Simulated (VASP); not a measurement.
Crystal: LiCl.

```xyz
2
Lattice="0.0000 2.7330 2.7330 2.8150 0.0000 2.7330 2.8150 2.7330 0.0000" Properties=species:S:1:pos:R:3 pbc="T T T"
Li    0.0000    0.0000    0.0000
Cl    1.4075    1.3665    1.3665
```

This cell differs from its parent crystal: uniaxial x strain +3.0%.

Base run:

* Program: VASP 6.6.1
* Functional: r2SCAN
* Potentials or basis: VASP PAW PBE potentials, release 64 (Li_sv, Cl)
* Cutoff: 520 eV
* k mesh: 8 × 8 × 8
* Occupations: gaussian, width 0.01 eV
* Spin: no spin polarisation

Its results: band gap on the k mesh 6.64 eV, direct.

**Question.** The run is repeated on the same cell with these changes: functional from r2SCAN to PBE; cutoff from 520 eV to 750 eV; k mesh from 8 × 8 × 8 to 4 × 4 × 4. What comes out?

**Answer.** Band gap on the k mesh 5.93 eV, direct.

Several settings changed at once, so the effect can't be laid on one alone.

Caveats: some runs use coarse meshes.

A k mesh can miss the band edges.
